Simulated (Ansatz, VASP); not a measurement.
Two plane-wave programs on Au

The input INCAR:

```
ALGO = Normal
EDIFF = 1E-6
ENCUT = 500
GGA = PE
GGA_COMPAT = F
ISIF = 2
ISMEAR = 1
LASPH = T
LCHARG = F
LREAL = F
LWAVE = F
NBANDS = 18
NELM = 120
PREC = Accurate
SIGMA = 0.069
```

KPOINTS

```
k-points
0
Gamma
  4 4 2
```

File POSCAR:

```
Au
1.0
    1.4113099650     -2.5559330250      0.0000000000
    1.4113099650      2.5559330250      0.0000000000
    0.0000000000      0.0000000000      4.8931696100
Au
2
Direct
    0.6653279700      0.3346720300      0.2500000000
    0.3346720300      0.6653279700      0.7500000000
```

Input for Ansatz:

```yaml
crystal:
  lattice:
    - [1.411309965, -2.555933025, 0.0]
    - [1.411309965, 2.555933025, 0.0]
    - [0.0, 0.0, 4.89316961]
  atoms:
    - { symbol: Au, position: [0.66532797, 0.33467203, 0.25] }
    - { symbol: Au, position: [0.33467203, 0.66532797, 0.75] }
basis:
  ecutwfc: 420
kpoints:
  mp_grid: { grid: [4, 4, 2] }
hamiltonian:
  xc: pbe
scf:
  occupations: { method: methfessel_paxton, width: 0.069 }
  n_extra_bands: 8
output:
  forces: true
  stress: true
  eigenvalues: true
```

Alike in both runs: task single point; functional PBE; k mesh 4 × 4 × 2; occupations methfessel-paxton of order 1, width 0.069 eV; no spin polarisation.

|  | VASP | Ansatz |
| --- | --- | --- |
| version | VASP 6.6.1 | Ansatz 0.2.0 |
| potentials or method | VASP PAW PBE potentials, release 64 (Au), cutoff 500 eV | scalar-relativistic, plane waves, PAW |
| valence electrons in the cell | 22 | 38 |

```csv
,VASP,Ansatz,Ansatz less VASP
gap on the k mesh at the Fermi level (eV),none,none,-
pressure (GPa),3.7,4.0,+0.28
"traceless stress, the component that is largest in VASP (GPa)",-5.04,-5.05,-0.003
rms of the force components (eV/Å),0.123,0.124,+0.0015
```

Atom by atom the forces differ by 0.001 eV/Å (rms over components). A gap of «none» marks a metal or a gap that the smearing closes. VASP's potentials hold 22 valence electrons a cell and Ansatz's 38, so a difference there can come from the potentials and not from the codes.

The k mesh is coarse, so the values compare programs but aren't converged. Spin-orbit coupling is off throughout.
